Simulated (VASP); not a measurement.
# Ti in VASP: notebook

Runs on Ti. Level: PBE. Tasks: single point.

All numbers are computed with VASP 6.6.1; they aren't measurements. Logs are shortened: lines on timing, memory, paths and dates and some standing lists are left out, and cuts for length are marked.

### Step 1. The cell of the first run

The typed cell holds 6 atoms: a = 5.398 Å, b = 4.964 Å, c = 6.376 Å, α = 55.18°, β = 49.02°, γ = 75.81°.

The cell was generated, and may not be a known phase.

### Step 2. Single point, PBE

The input, INCAR:

```
  ALGO = Normal
  EDIFF = 1E-6
  ENCUT = 500
  GGA = PE
  GGA_COMPAT = False
  ISIF = 2
  ISMEAR = 0
  LASPH = True
  LCHARG = False
  LREAL = False
  LWAVE = False
  NBANDS = 45
  NELM = 120
  PREC = Accurate
  SIGMA = 0.1
```

The input, KPOINTS:

```
k-points
0
Gamma
  4 4 4
```

The input, POSCAR:

```
Ti
1.0
    0.0000000000      4.7511027995      2.5633114355
    4.2513866955      0.0000000000      2.5633114355
    4.2513866955      4.7511027995      0.0000000000
Ti
6
Direct
    0.8491783867      0.5159601772      0.6507005149
    0.5159601772      0.8491783867     -0.0158390787
    0.5992994851      0.2658390787      0.4008216133
    0.2658390787      0.5992994851      0.7340398228
    0.9325614362      0.9325614362      0.0674385638
    0.1825614362      0.1825614362      0.3174385638
```

Potentials or basis: VASP PAW PBE potentials, release 64 (Ti_sv).

On the command line:

```console
cat potpaw_PBE.64/Ti_sv/POTCAR > POTCAR
mpirun -np 1 vasp_std > vasp.out
```

OUTCAR:

```text
EDIFF = 1E-6
   ENCUT = 500
   GGA = PE
   ISIF = 2
   ISMEAR = 0
   LASPH = True
   LREAL = False
   NELM = 120
   PREC = Accurate

 ion  position               nearest neighbor table
   1  0.849  0.516  0.651-   5 2.79   4 2.79   4 2.79   5 2.79   6 2.83   2 2.83
   2  0.516  0.849  0.984-   5 2.79   3 2.79   3 2.79   5 2.79   6 2.83   1 2.83
   3  0.599  0.266  0.401-   6 2.79   2 2.79   2 2.79   6 2.79   5 2.83   4 2.83
   4  0.266  0.599  0.734-   6 2.79   1 2.79   1 2.79   6 2.79   5 2.83   3 2.83
   5  0.933  0.933  0.067-   2 2.79   1 2.79   1 2.79   2 2.79   3 2.83   4 2.83
   6  0.183  0.183  0.317-   4 2.79   3 2.79   3 2.79   4 2.79   2 2.83   1 2.83

  LATTYP: Found a face centered orthorhombic cell.
 ALAT       =     5.1266228710
 B/A-ratio  =     1.6585525413
 C/A-ratio  =     1.8535019716

  Lattice vectors:

 A1 = (   4.2513866955,   4.7511027995,   0.0000000000)
 A2 = (   0.0000000000,   4.7511027995,   2.5633114355)
 A3 = (   4.2513866955,   0.0000000000,   2.5633114355)

Analysis of symmetry for initial positions (statically):
=====================================================================
 Subroutine PRICEL returns:
 Original cell was already a primitive cell.

 Routine SETGRP: Setting up the symmetry group for a
 face centered orthorhombic supercell.

 Subroutine GETGRP returns: Found  4 space group operations
 (whereof  2 operations were pure point group operations)
 out of a pool of  8 trial point group operations.

The static configuration has the point symmetry C_2 .
 The point group associated with its full space group is C_2v.

Analysis of symmetry for dynamics (positions and initial velocities):
=====================================================================
 Subroutine PRICEL returns:
 Original cell was already a primitive cell.

 Routine SETGRP: Setting up the symmetry group for a
 face centered orthorhombic supercell.

 Subroutine GETGRP returns: Found  4 space group operations
 (whereof  2 operations were pure point group operations)
 out of a pool of  8 trial point group operations.

The dynamic configuration has the point symmetry C_2 .
 The point group associated with its full space group is C_2v.

 Subroutine INISYM returns: Found  4 space group operations
 (whereof  2 operations are pure point group operations),
 and found     1 'primitive' translations

----------------------------------------------------------------------------------------

                                     Primitive cell

  volume of cell :     103.5515

  direct lattice vectors                    reciprocal lattice vectors
     0.000000000  4.751102799  2.563311436    -0.117608685  0.105238725  0.195060184
     4.251386695  0.000000000  2.563311436     0.117608685 -0.105238725  0.195060184
     4.251386695  4.751102799  0.000000000     0.117608685  0.105238725 -0.195060184

  length of vectors
     5.398476019  4.964358403  6.375520892     0.250909281  0.250909281  0.250909281

  position of ions in fractional coordinates (direct lattice)
     0.849178387  0.515960177  0.650700515
     0.515960177  0.849178387  0.984160921
     0.599299485  0.265839079  0.400821613
     0.265839079  0.599299485  0.734039823
     0.932561436  0.932561436  0.067438564
     0.182561436  0.182561436  0.317438564

  ion indices of the primitive-cell ions
   primitive index   ion index
                 1           1
                 2           2
                 3           3
                 4           4
                 5           5
                 6           6

----------------------------------------------------------------------------------------

 KPOINTS: k-points

Automatic generation of k-mesh.
 Grid dimensions read from file:
 generate k-points for:    4    4    4

 Generating k-lattice:

  Cartesian coordinates                     Fractional coordinates (reciprocal lattice)
    -0.029402171  0.026309681  0.048765046     0.250000000  0.000000000  0.000000000
     0.029402171 -0.026309681  0.048765046     0.000000000  0.250000000  0.000000000
     0.029402171  0.026309681 -0.048765046     0.000000000  0.000000000  0.250000000

  Length of vectors
     0.062727320  0.062727320  0.062727320

  Shift w.r.t. Gamma in fractional coordinates (k-lattice)
     0.000000000  0.000000000  0.000000000

 Subroutine IBZKPT returns following result:
 ===========================================

 Found     18 irreducible k-points:

 Following reciprocal coordinates:
            Coordinates               Weight
  0.000000  0.000000  0.000000      1.000000
  0.250000  0.000000 -0.000000      8.000000
  0.500000  0.000000 -0.000000      4.000000
  0.250000  0.250000  0.000000      2.000000
  0.500000  0.250000 -0.000000      8.000000
 -0.250000  0.250000  0.000000      4.000000
[... 10 lines left out ...]
 -0.250000  0.250000  0.500000      2.000000
  0.000000  0.500000  0.500000      1.000000
   k-points           NKPTS =     18   k-points in BZ     NKDIM =     18   number of bands    NBANDS=     45
   number of dos      NEDOS =    301   number of ions     NIONS =      6
   total plane-waves  NPLWV =  69120
   dimension x,y,z NGX =    40 NGY =   36 NGZ =   48
   dimension x,y,z NGXF=    80 NGYF=   72 NGZF=   96
   ions per type =               6
   NGX,Y,Z   is equivalent  to a cutoff of  12.32, 12.06, 12.52 a.u.
   NGXF,Y,Z  is equivalent  to a cutoff of  24.64, 24.11, 25.03 a.u.
 SYSTEM =  unknown system
   PREC   = accura    normal or accurate (medium, high low for compatibility)
   ISTART =      0    job   : 0-new  1-cont  2-samecut
   ICHARG =      2    charge: 1-file 2-atom 10-const
   ISPIN  =      1    spin polarized calculation?
   LNONCOLLINEAR =      F non collinear calculations
   LSORBIT =      F    spin-orbit coupling
   LASPH  =      T    aspherical Exc in radial PAW
   ENCUT  =  500.0 eV  36.75 Ry    6.06 a.u.   9.84  9.05 11.62*2*pi/ulx,y,z
   NELM   =    120;   NELMIN=  2; NELMDL= -5     # of ELM steps
   EDIFF  = 0.1E-05   stopping-criterion for ELM
   LREAL  =      F    real-space projection
   EDIFFG = 0.1E-04   stopping-criterion for IOM
   NSW    =      0    number of steps for IOM
   IBRION =     -1    ionic relax: 0-MD 1-quasi-New 2-CG
   NFREE  =      0    steps in history (QN), initial steepest desc. (CG)
   ISIF   =      2    stress and relaxation
   ISYM   =      2    0-nonsym 1-usesym 2-fastsym
   POTIM  = 0.5000    time-step for ionic-motion
   TEBEG  =    0.0;   TEEND  =   0.0 temperature during run
   PSTRESS=    0.0 pullay stress
   NELECT =      72.0000    total number of electrons
   NUPDOWN=      -1.0000    fix difference up-down
   EMIN   =  10.00;   EMAX   =-10.00  energy-range for DOS
   EFERMI =   0.00;   METHOD = LEGACY
   ISMEAR =     0;   SIGMA  =   0.10  broadening in eV -4-tet -1-fermi 0-gaus
   EFERMI_NEDOS =   21; number of points for ismear=-14 and -15
   IALGO  =     38    algorithm
   IMIX   =      4    mixing-type and parameters
     AMIX     =   0.40;   BMIX     =  1.00
     AMIX_MAG =   1.60;   BMIX_MAG =  1.00
  volume/ion in A,a.u.               =      17.26       116.47
  Fermi-wavevector in a.u.,A,eV,Ry     =   1.450330  2.740726 28.619275  2.103457
  Thomas-Fermi vector in A             =   2.567955
   LORBIT       =      0    0 simple, 1 ext, 2 COOP (PROOUT), +10 PAW based schemes
   GGA     = PE    functional components
   LHFCALC =     F    Hartree Fock is set to
   AEXX    =    0.0000 exact exchange contribution
   IVDW    =     0    specifies the selected vdW correction
   LEPSILON=     F    determine dielectric tensor
   LRPA    =     F    only Hartree local field effects (RPA)
 non-spin polarized calculation
 Gauss-broadening in eV      SIGMA  =   0.10
  energy-cutoff  :      500.00
  volume of cell :      103.55
 maximum number of plane-waves:      2660
   NGX = 19   NGY = 19   NGZ = 23

 number of electron      71.9999994 magnetization

 Free energy of the ion-electron system (eV)
  ---------------------------------------------------
  ext. energy  EPLUGINS =         0.00000000
  ---------------------------------------------------
  free energy    TOTEN  =       -46.39953519 eV

  energy without entropy =      -46.34410781  energy(sigma->0) =      -46.37182150

 E-fermi :   8.2331     XC(G=0): -11.5176

 val. band max:        8.2191400011   @ k =   0.5000   0.0000  -0.0000
 cond. band min:       8.2762061522   @ k =   0.2500   0.0000  -0.0000
 fundamental gap:      0.0570661511
 Fermi energy:         8.2330807765

 k-point     1 :       0.0000    0.0000    0.0000
  band No.  band energies     occupation
      1     -48.3739      2.00000
      2     -48.2355      2.00000
      3     -48.2355      2.00000
      4     -48.2351      2.00000
      5     -48.1809      2.00000
      6     -48.1808      2.00000
[... 37 lines left out ...]
     44       9.7868      0.00000
     45       9.7953      0.00000

 k-point     2 :       0.2500    0.0000   -0.0000
  band No.  band energies     occupation
      1     -48.3479      2.00000
      2     -48.2412      2.00000
      3     -48.2407      2.00000
      4     -48.2308      2.00000
      5     -48.2024      2.00000
      6     -48.1797      2.00000
[... 37 lines left out ...]
     44       9.7786      0.00000
     45      10.0343      0.00000

 k-point     3 :       0.5000    0.0000   -0.0000
  band No.  band energies     occupation
      1     -48.2879      2.00000
      2     -48.2878      2.00000
      3     -48.2432      2.00000
      4     -48.2205      2.00000
      5     -48.2204      2.00000
      6     -48.1837      2.00000
[... 37 lines left out ...]
     44      10.1599      0.00000
     45      10.6068      0.00000

 k-point     4 :       0.2500    0.2500    0.0000
  band No.  band energies     occupation
      1     -48.3168      2.00000
      2     -48.2463      2.00000
      3     -48.2463      2.00000
      4     -48.2182      2.00000
      5     -48.2080      2.00000
      6     -48.2079      2.00000
[... 613 lines left out ...]
     44      10.0715      0.00000
     45      10.1938      0.00000

 k-point    17 :      -0.2500    0.2500    0.5000
  band No.  band energies     occupation
      1     -48.2677      2.00000
      2     -48.2677      2.00000
      3     -48.2666      2.00000
      4     -48.2666      2.00000
      5     -48.1874      2.00000
      6     -48.1874      2.00000
[... 37 lines left out ...]
     44      10.1704      0.00000
     45      10.5976      0.00000

 k-point    18 :       0.0000    0.5000    0.5000
  band No.  band energies     occupation
      1     -48.3017      2.00000
      2     -48.3017      2.00000
      3     -48.2301      2.00000
      4     -48.2301      2.00000
      5     -48.1897      2.00000
      6     -48.1897      2.00000
[... 37 lines left out ...]
     44       9.6015      0.00000
     45      10.4109      0.00000

------------------------ aborting loop because EDIFF is reached ----------------------------------------

  FORCE on cell =-STRESS in cart. coord.  units (eV):
  Direction    XX          YY          ZZ          XY          YZ          ZX
  --------------------------------------------------------------------------------------
  -------------------------------------------------------------------------------------
  Total       -0.1447801     -0.0936950     -0.1663012      0.0000000      0.0000000      0.0000000
  in kB       -2.2400768     -1.4496750     -2.5730580      0.0000000      0.0000000      0.0000000
  external PRESSURE =      -2.0876033 kB  Pullay stress =       0.0000000 kB

 VOLUME and BASIS-vectors are now :
 -----------------------------------------------------------------------------
  energy-cutoff  :      500.00
  volume of cell :      103.55
      direct lattice vectors                 reciprocal lattice vectors
     0.000000000  4.751102799  2.563311436    -0.117608685  0.105238725  0.195060184
     4.251386695  0.000000000  2.563311436     0.117608685 -0.105238725  0.195060184
     4.251386695  4.751102799  0.000000000     0.117608685  0.105238725 -0.195060184

 POSITION                                       TOTAL-FORCE (eV/Angst)
 -----------------------------------------------------------------------------------
      4.95993      7.12608      3.49928         0.000236      0.000676     -0.000212
      7.79423      7.12723      3.49928        -0.000236     -0.000676     -0.000212
      2.83423      4.75168      2.21762         0.000236     -0.000676     -0.000212
      5.66854      4.75053      2.21762        -0.000236      0.000676     -0.000212
      4.25139      4.75110      4.78089         0.000000      0.000000      0.000423
      2.12569      2.37555      0.93592        -0.000000      0.000000      0.000423
 -----------------------------------------------------------------------------------
    total drift:                               -0.000005      0.000005      0.000267

  FREE ENERGIE OF THE ION-ELECTRON SYSTEM (eV)
  ---------------------------------------------------
  free  energy   TOTEN  =       -46.3995351881 eV

  energy  without entropy=      -46.3441078064  energy(sigma->0) =      -46.37182150
```

It took 1.9 min on 1 thread of Oxide Virtual Turin-like, shared host; peak memory 0.23 GiB.

Results:

```
Free energy            : -46.3995 eV
Pressure               : -0.2 GPa
Band gap on the k mesh : zero (bands 36 and 37 overlap by 0.43 eV)
```

Caveat: the k points lie up to 0.39 Å⁻¹ apart.

### Step 3. Single point, PBE

This run uses another cell than the first one: it holds 2 atoms, not 6.

The input, INCAR:

```
PREC = Accurate
ENCUT = 500
EDIFF = 1E-6
ISMEAR = 0
SIGMA = 0.1
LREAL = F
LASPH = T
NELM = 120
ALGO = Normal
ISIF = 2
LWAVE = F
LCHARG = F
GGA = PE
NBANDS = 19
GGA_COMPAT = F
```

The input, KPOINTS:

```
regular mesh
0
Gamma
  22 22 22
```

The input, POSCAR:

```
Ti
1.0
    0.0000000000      2.5571661226      4.7230786817
    1.4312639990      0.0000000000      4.7230786817
    1.4312639990      2.5571661226      0.0000000000
Ti
2
Direct
    0.7500000000      0.7500000000      0.7500000000
    0.5000000000      0.5000000000      0.5000000000
```

Potentials or basis: VASP PAW PBE potentials, release 64 (Ti_sv).

On the command line:

```console
cat potpaw_PBE.64/Ti_sv/POTCAR > POTCAR
mpirun -np 1 vasp_std > vasp.out
```

OUTCAR:

```text
PREC = Accurate
   ENCUT = 500
   EDIFF = 1E-6
   ISMEAR = 0
   LREAL = F
   LASPH = T
   NELM = 120
   ISIF = 2
   GGA = PE

 ion  position               nearest neighbor table
   1  0.750  0.750  0.750-   2 2.78   2 2.78   2 2.78   2 2.78
   2  0.500  0.500  0.500-   1 2.78   1 2.78   1 2.78   1 2.78

  LATTYP: Found a face centered orthorhombic cell.
 ALAT       =     2.8625279980
 B/A-ratio  =     1.7866488114
 C/A-ratio  =     3.2999353613

  Lattice vectors:

 A1 = (   0.0000000000,   2.5571661226,   4.7230786817)
[... 192 lines left out ...]
      5     -24.2769      2.00000
      6     -24.2692      2.00000
[... 505 lines left out ...]
      6     -24.4871      2.00000
[... 11 lines left out ...]
     18      12.0527      0.00000
     19      12.5757      0.00000

 [... further k-points ...]
[... 5 lines left out ...]
  --------------------------------------------------------------------------------------
  -------------------------------------------------------------------------------------
  Total       -0.0635413     -0.0718348     -0.0587207      0.0000000      0.0000000      0.0000000
  in kB       -2.9446438     -3.3289843     -2.7212472      0.0000000      0.0000000      0.0000000
  external PRESSURE =      -2.9982918 kB  Pullay stress =       0.0000000 kB

 VOLUME and BASIS-vectors are now :
 -----------------------------------------------------------------------------
  energy-cutoff  :      500.00
  volume of cell :       34.57
      direct lattice vectors                 reciprocal lattice vectors
     0.000000000  2.557166123  4.723078682    -0.349341561  0.195528947  0.105863153
     1.431263999  0.000000000  4.723078682     0.349341561 -0.195528947  0.105863153
     1.431263999  2.557166123  0.000000000     0.349341561  0.195528947 -0.105863153

 POSITION                                       TOTAL-FORCE (eV/Angst)
 -----------------------------------------------------------------------------------
      2.14690      3.83575      7.08462        -0.000000     -0.000000     -0.000000
      1.43126      2.55717      4.72308         0.000000      0.000000      0.000000
 -----------------------------------------------------------------------------------
    total drift:                               -0.000000      0.000000      0.000000

  FREE ENERGIE OF THE ION-ELECTRON SYSTEM (eV)
  ---------------------------------------------------
  free  energy   TOTEN  =       -15.4583331257 eV

  energy  without entropy=      -15.4368267314  energy(sigma->0) =      -15.44757993
```

OSZICAR:

```text
N       E                     dE             d eps       ncg     rms          rms(c)
DAV:   1     0.262506503696E+03    0.26251E+03   -0.12704E+04 58148   0.154E+03
DAV:   2     0.128600787863E+02   -0.24965E+03   -0.24565E+03 59674   0.438E+02
DAV:   3    -0.161641816412E+02   -0.29024E+02   -0.28677E+02108825   0.122E+02
DAV:   4    -0.173497736055E+02   -0.11856E+01   -0.11838E+01 68174   0.260E+01
DAV:   5    -0.174059454933E+02   -0.56172E-01   -0.56166E-01 84581   0.405E+00    0.118E+01
DAV:   6    -0.154392711934E+02    0.19667E+01   -0.72402E+00 67366   0.269E+01    0.290E+00
DAV:   7    -0.154363207741E+02    0.29504E-02   -0.58039E-01 86181   0.551E+00    0.198E+00
DAV:   8    -0.154647953381E+02   -0.28475E-01   -0.18626E-01 64683   0.486E+00    0.659E-01
DAV:   9    -0.154579531794E+02    0.68422E-02   -0.39557E-02 66669   0.204E+00    0.899E-02
DAV:  10    -0.154583265999E+02   -0.37342E-03   -0.27140E-03 78151   0.327E-01    0.583E-02
DAV:  11    -0.154583429577E+02   -0.16358E-04   -0.10458E-04 77567   0.751E-02    0.332E-02
DAV:  12    -0.154583341293E+02    0.88284E-05   -0.20861E-05 63823   0.386E-02    0.483E-03
DAV:  13    -0.154583324516E+02    0.16777E-05   -0.18882E-06 45487   0.103E-02    0.248E-03
DAV:  14    -0.154583331257E+02   -0.67405E-06   -0.24571E-07 30838   0.533E-03
   1 F= -.15458333E+02 E0= -.15447580E+02  d E =-.215064E-01
```

stdout:

```text
POSCAR found type information on POSCAR Ti
 POSCAR found :  1 types and       2 ions
 scaLAPACK will be used
 LDA part: xc-table for (Slater+PW92), standard interpolation
 POSCAR, INCAR and KPOINTS ok, starting setup
 FFT: planning ... GRIDC
 FFT: planning ... GRID_SOFT
 FFT: planning ... GRID
 WAVECAR not read
 entering main loop
```

Wall time 42 min (1 thread of Oxide Virtual Turin-like, shared host); peak memory 0.78 GiB.

Results:

* Free energy: -15.4583 eV
* Pressure: -0.3 GPa
* Band gap on the k mesh: zero (bands 12 and 13 overlap by 1.37 eV)

The gap in the log of VASP goes by the Fermi energy; the results here count the filled bands.